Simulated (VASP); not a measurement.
**MoS2: single point with PBE**

The system is MoS2.

```
Mo S
1.0
    -3.19149   -5.52781    0.00000
     4.78723   -2.76391    0.00000
     0.00000    0.00000   12.73545
Mo S
8 16
Direct
  0.50600 0.36605 0.29203
  0.52342 0.61610 0.77170
  0.22965 0.87895 0.27807
  0.29110 0.13389 0.78927
  0.97549 0.40913 0.28121
  0.03254 0.67073 0.77623
  0.76918 0.87258 0.29275
  0.78130 0.13282 0.78364
  0.57563 0.27921 0.63482
  0.49762 0.70280 0.15961
  0.53576 0.32411 0.91096
  0.49952 0.70862 0.40568
  0.28682 0.81479 0.65926
  0.27837 0.22274 0.17175
  0.27629 0.78784 0.90420
  0.24528 0.15794 0.39709
  0.06431 0.31894 0.67344
  0.99970 0.72414 0.15773
  0.07015 0.33478 0.89797
  0.00453 0.66217 0.39887
  0.78277 0.77268 0.63416
  0.75033 0.18123 0.16182
  0.77192 0.83150 0.89796
  0.74298 0.21192 0.41461
```

* Program: VASP 6.6.1
* Task: single point
* Functional: PBE
* Potentials or basis: VASP PAW PBE potentials, release 64 (Mo_sv, S)
* Cutoff: 520 eV
* k mesh: 2 × 2 × 1
* Occupations: fermi-dirac, width 0.17 eV
* Spin: no spin polarisation
* Dipole correction: no
* Further INCAR settings: LREAL = Auto; ALGO = Normal; EDIFF = 1e-06; NBANDS = 122

* Pressure: 3.6 GPa
* Largest force: 8.403 eV/Å
* Band gap on the k mesh: 0.59 eV (least direct gap 0.84 eV)

Forces in eV/Å, atoms in the order of the input:
```
Mo   0.206 -0.539 -0.794
Mo   0.240 -1.900  0.024
Mo  -4.311 -0.977 -0.756
Mo  -1.563 -2.687 -1.618
Mo  -7.539  1.463 -3.410
Mo  -1.303  1.406  0.213
Mo   1.794  1.784 -1.741
Mo   1.925 -2.075 -2.452
S    1.102  1.125  2.863
S   -0.206 -0.422  1.289
S   -1.137  0.078 -1.070
S    0.214  0.359 -0.020
S    0.272  0.037 -0.577
S    1.242  2.057 -1.890
S    0.468 -0.946  0.074
S    3.767 -1.322  2.716
S    0.226  1.570 -1.379
S    0.241  1.066 -1.173
S    1.089  2.533  1.241
S    3.810 -2.956  5.122
S    0.997 -0.273  2.436
S    1.250 -0.121  0.481
S   -2.051  1.321  0.623
S   -0.734 -0.580 -0.200
```

Stress tensor (GPa, compression positive):
```
 3.84 -2.06  0.21
-2.06  2.29 -3.27
 0.21 -3.27  4.64
```

Levels at points of the mesh, in eV from the valence-band top:
```tsv
k point	band 102	band 103	band 104	band 105	band 106	band 107
(0.00, 0.00, 0.00)	-0.70	-0.59	0.00	0.84	1.13	1.31
(0.50, 0.00, 0.00)	-0.66	-0.45	-0.28	0.59	0.91	0.97
(0.00, 0.50, 0.00)	-0.82	-0.70	-0.61	0.86	1.19	1.21
(0.50, 0.50, 0.00)	-0.95	-0.90	-0.80	0.69	0.82	1.07
```

Wall time 6 min on 1 thread of Intel(R) Xeon(R) Platinum 8259CL CPU @ 2.50GHz (Skylake/Cascade Lake), on a shared host, peak memory 0.49 GiB.

Caveat: the k points lie up to 0.57 Å⁻¹ apart; semilocal functionals underestimate gaps, and a narrow one can read as zero; forces of over 1 eV/Å act on the atoms, so gaps and moduli don't describe the material at rest. A k mesh can miss the band edges.
